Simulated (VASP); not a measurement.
# Zr4Ag (P6/mmm) in VASP: a series of runs

The runs below take Zr4Ag through relaxation of cell and atoms, single point, with PBE.

All numbers are computed with VASP 6.6.1; they aren't measurements. Logs are shortened: lines on timing, memory, paths and dates and some standing lists are left out, and cuts for length are marked.

## Step 1: The cell of the first run

Symmetry: P6/mmm, No. 191, hexagonal system. The conventional cell has a = 4.983 Å, b = 4.983 Å, c = 4.628 Å, α = 90.00°, β = 90.00°, γ = 120.00°. Within 3.1 Å of Zr (site symmetry 6/mmm) lie 2 Ag at 2.31 Å and 6 Zr at 2.49 Å. Within 3.5 Å of Zr (site symmetry mmm) lie 6 Zr at 2.49 Å and 4 Ag at 3.40 Å. Within 3.1 Å of Ag (site symmetry 6/mmm) lie 2 Zr at 2.31 Å.

The cell was built from a structure type or drawn by symmetry, and may not be a known phase.

## Step 2: Relaxation of cell and atoms, PBE

File INCAR:

```
SYSTEM = Zr4Ag
ALGO = Fast ; EDIFF = 1E-7
EDIFFG = -0.08 ; ENCUT = 600
GGA = PE ; IBRION = 2
ISIF = 3 ; ISMEAR = 0
LASPH = .TRUE. ; LCHARG = .FALSE.
LREAL = .FALSE. ; LWAVE = .FALSE.
NELM = 100 ; NSW = 36
PREC = Accurate ; SIGMA = 0.2
```

File KPOINTS:

```
k-points
0
G
  4 4 4
  0 0 0
```

File POSCAR:

```
Zr4Ag
1.0
    4.9826412000      0.0000000000      0.0000000000
   -2.4913206000      4.3150938600      0.0000000000
    0.0000000000      0.0000000000      4.6281647400
Zr Ag
4 1
Direct
    0.0000000000      0.0000000000      0.0000000000
    0.5000000000      0.0000000000      0.0000000000
    0.0000000000      0.5000000000      0.0000000000
    0.5000000000      0.5000000000      0.0000000000
    0.0000000000      0.0000000000      0.5000000000
```

Potentials or basis: VASP PAW PBE potentials, release 64 (Zr_sv, Ag).

Started as:

```sh
$ cat potpaw_PBE.64/Zr_sv/POTCAR potpaw_PBE.64/Ag/POTCAR > POTCAR
$ mpirun -np 1 vasp_std > vasp.out
```

OUTCAR:

```text
SYSTEM = Zr4Ag
   EDIFF = 1E-7
   EDIFFG = -0.08
   ENCUT = 600
   GGA = PE
   IBRION = 2
   ISIF = 3
   ISMEAR = 0
   LASPH = .TRUE.
   LREAL = .FALSE.
   NELM = 100
   NSW = 36
   PREC = Accurate

 ion  position               nearest neighbor table
   1  0.000  0.000  0.000-   5 2.31   5 2.31   2 2.49   2 2.49   4 2.49   3 2.49   3 2.49   4 2.49

   2  0.500  0.000  0.000-   1 2.49   1 2.49   4 2.49   4 2.49   3 2.49   3 2.49   5 3.40   5 3.40
                             5 3.40   5 3.40
   3  0.000  0.500  0.000-   4 2.49   4 2.49   1 2.49   1 2.49   2 2.49   2 2.49   5 3.40   5 3.40
                             5 3.40   5 3.40
   4  0.500  0.500  0.000-   3 2.49   3 2.49   1 2.49   2 2.49   2 2.49   1 2.49   5 3.40   5 3.40
                             5 3.40   5 3.40
   5  0.000  0.000  0.500-   1 2.31   1 2.31   2 3.40   2 3.40   2 3.40   2 3.40   3 3.40   4 3.40
                             3 3.40   3 3.40   3 3.40   4 3.40   4 3.40   4 3.40

  LATTYP: Found a hexagonal cell.
 ALAT       =     4.9826412000
 C/A-ratio  =     0.9288577191

  Lattice vectors:

 A1 = (   4.9826412000,   0.0000000000,   0.0000000000)
 A2 = (  -2.4913206000,   4.3150938600,   0.0000000000)
 A3 = (   0.0000000000,   0.0000000000,   4.6281647400)

Analysis of symmetry for initial positions (statically):
=====================================================================
 Subroutine PRICEL returns:
 Original cell was already a primitive cell.

 Routine SETGRP: Setting up the symmetry group for a
 hexagonal supercell.

 Subroutine GETGRP returns: Found 24 space group operations
 (whereof 24 operations were pure point group operations)
 out of a pool of 24 trial point group operations.

The static configuration has the point symmetry D_6h.

Analysis of symmetry for dynamics (positions and initial velocities):
=====================================================================
 Subroutine PRICEL returns:
 Original cell was already a primitive cell.

 Routine SETGRP: Setting up the symmetry group for a
 hexagonal supercell.

 Subroutine GETGRP returns: Found 24 space group operations
 (whereof 24 operations were pure point group operations)
 out of a pool of 24 trial point group operations.

The dynamic configuration has the point symmetry D_6h.

 Subroutine INISYM returns: Found 24 space group operations
 (whereof 24 operations are pure point group operations),
 and found     1 'primitive' translations

[... 111 lines left out ...]
   LORBIT       =      0    0 simple, 1 ext, 2 COOP (PROOUT), +10 PAW based schemes
   GGA     = PE    functional components
   LHFCALC =     F    Hartree Fock is set to
   AEXX    =    0.0000 exact exchange contribution
   IVDW    =     0    specifies the selected vdW correction
   LEPSILON=     F    determine dielectric tensor
   LRPA    =     F    only Hartree local field effects (RPA)
 conjugate gradient relaxation of ions
 non-spin polarized calculation
 RMM-DIIS sequential band-by-band and
 Gauss-broadening in eV      SIGMA  =   0.20
  energy-cutoff  :      600.00
  volume of cell :       99.51
 maximum number of plane-waves:      3346
 NGX is ok and might be reduce to    40
   NGX = 19   NGY = 19   NGZ = 19

--------------------------------------- Ionic step        1  -------------------------------------------

 number of electron      58.9999996 magnetization

 Free energy of the ion-electron system (eV)
  ---------------------------------------------------
  ext. energy  EPLUGINS =         0.00000000
  ---------------------------------------------------
  free energy    TOTEN  =       -24.40095726 eV

  energy without entropy =      -24.29232581  energy(sigma->0) =      -24.34664154

 E-fermi :   9.5179     XC(G=0): -11.2209

 val. band max:        9.5120345099   @ k =   0.2500   0.2500   0.5000
 cond. band min:       9.5226041663   @ k =   0.2500   0.2500   0.0000
 fundamental gap:      0.0105696563
 Fermi energy:         9.5179301756
[... 956 lines left out ...]
     34       3.4758      0.00000
     35      10.3006      0.00000

------------------------ aborting loop EDIFF was not reached (unconverged)  ----------------------------

  FORCE on cell =-STRESS in cart. coord.  units (eV):
  Direction    XX          YY          ZZ          XY          YZ          ZX
  --------------------------------------------------------------------------------------
  -------------------------------------------------------------------------------------
  Total      -18.5081981    -18.5081981     -4.4162745      0.0000000      0.0000000      0.0000000
  in kB     -130.4818599   -130.4818602    -31.1345120      0.0000000      0.0000000      0.0000000
  external PRESSURE =     -97.3660773 kB  Pullay stress =       0.0000000 kB
[... 26 lines left out ...]
--------------------------------------- Ionic step        3  -------------------------------------------

 number of electron      58.9999995 magnetization

------------------------ aborting loop EDIFF was not reached (unconverged)  ----------------------------

  FORCE on cell =-STRESS in cart. coord.  units (eV):
  Direction    XX          YY          ZZ          XY          YZ          ZX
  --------------------------------------------------------------------------------------
  -------------------------------------------------------------------------------------
  Total       -1.5784850     -1.5784850     19.3426858      0.0000000      0.0000000      0.0000000
  in kB      -16.3682048    -16.3682049    200.5752662      0.0000000      0.0000000      0.0000000
  external PRESSURE =      55.9462855 kB  Pullay stress =       0.0000000 kB
[... 20 lines left out ...]
  FREE ENERGIE OF THE ION-ELECTRON SYSTEM (eV)
  ---------------------------------------------------
  free  energy   TOTEN  =        -1.7002162083 eV

  energy  without entropy=       -1.5473197977  energy(sigma->0) =       -1.62376800

[... ionic steps 4 to 7 ...]

--------------------------------------- Ionic step        8  -------------------------------------------

 number of electron      58.9999991 magnetization

------------------------ aborting loop because EDIFF is reached ----------------------------------------
[... 73 lines left out ...]
--------------------------------------- Ionic step       10  -------------------------------------------

 number of electron      58.9999990 magnetization

 Free energy of the ion-electron system (eV)
  ---------------------------------------------------
  ext. energy  EPLUGINS =         0.00000000
  ---------------------------------------------------
  free energy    TOTEN  =       -31.05205655 eV

  energy without entropy =      -30.92329423  energy(sigma->0) =      -30.98767539

 E-fermi :   5.1319     XC(G=0):  -9.2771

 val. band max:        5.1098699150   @ k =   0.5000  -0.0000   0.0000
 cond. band min:       5.1440639591   @ k =   0.2500   0.2500   0.2500
 fundamental gap:      0.0341940441
 Fermi energy:         5.1318621563
[... 486 lines left out ...]
  FREE ENERGIE OF THE ION-ELECTRON SYSTEM (eV)
  ---------------------------------------------------
  free  energy   TOTEN  =       -31.0520565519 eV

  energy  without entropy=      -30.9232942327  energy(sigma->0) =      -30.98767539

 reached required accuracy - stopping structural energy minimisation
```

OSZICAR:

```text
N       E                     dE             d eps       ncg     rms          rms(c)
DAV:   1     0.739318503694E+03    0.73932E+03   -0.34980E+04   840   0.190E+03
DAV:   2     0.317684116926E+02   -0.70755E+03   -0.69508E+03   950   0.525E+02
DAV:   3    -0.242518573431E+02   -0.56020E+02   -0.54505E+02  1392   0.112E+02
DAV:   4    -0.284618598015E+02   -0.42100E+01   -0.39368E+01  1224   0.265E+01
[... 587 lines left out ...]
RMM:  15    -0.310520558593E+02   -0.39493E-06   -0.42356E-06   837   0.629E-03    0.460E-04
RMM:  16    -0.310520561479E+02   -0.28855E-06   -0.25776E-06   699   0.497E-03    0.648E-04
RMM:  17    -0.310520563488E+02   -0.20089E-06   -0.18404E-06   663   0.418E-03    0.927E-04
RMM:  18    -0.310520564704E+02   -0.12157E-06   -0.12012E-06   599   0.356E-03    0.105E-03
RMM:  19    -0.310520565519E+02   -0.81532E-07   -0.89892E-07   519   0.310E-03
  10 F= -.31052057E+02 E0= -.30987675E+02  d E =-.566730E-02
```

Run time: 39 min. Hardware: 1 thread of Intel Xeon Platinum 8375C at 2.90GHz (Ice Lake), shared host; peak memory 0.28 GiB.

What came out:

```
Free energy                           : -31.0521 eV
Relaxed volume                        : 30.82 Å³/atom
Relaxed cell                          : a = 5.848 Å, b = 5.848 Å, c = 5.203 Å, α = 90.00°, β = 90.00°, γ = 120.00°
Space group after relaxing (to 0.1 Å) : P6/mmm (No. 191)
Pressure after relaxing               : 0.1 GPa
Band gap on the k mesh                : zero (an odd number of electrons rules out a gap without spin polarisation)
```

Final structure:
```
CELL_PARAMETERS angstrom
5.84803 0.00000 0.00000
-2.92401 5.06454 0.00000
0.00000 0.00000 5.20266
ATOMIC_POSITIONS crystal
Zr 0.00000 0.00000 0.00000
Zr 0.50000 0.00000 0.00000
Zr 0.00000 0.50000 0.00000
Zr 0.50000 0.50000 0.00000
Ag 0.00000 0.00000 0.50000
```

Caveat: the k points lie up to 0.31 Å⁻¹ apart in the final cell, too coarse for converged energies and pressures of a metal; the volume moved by over 15 % at a fixed basis, so the end points are rough.

[end of part 1 of 2]
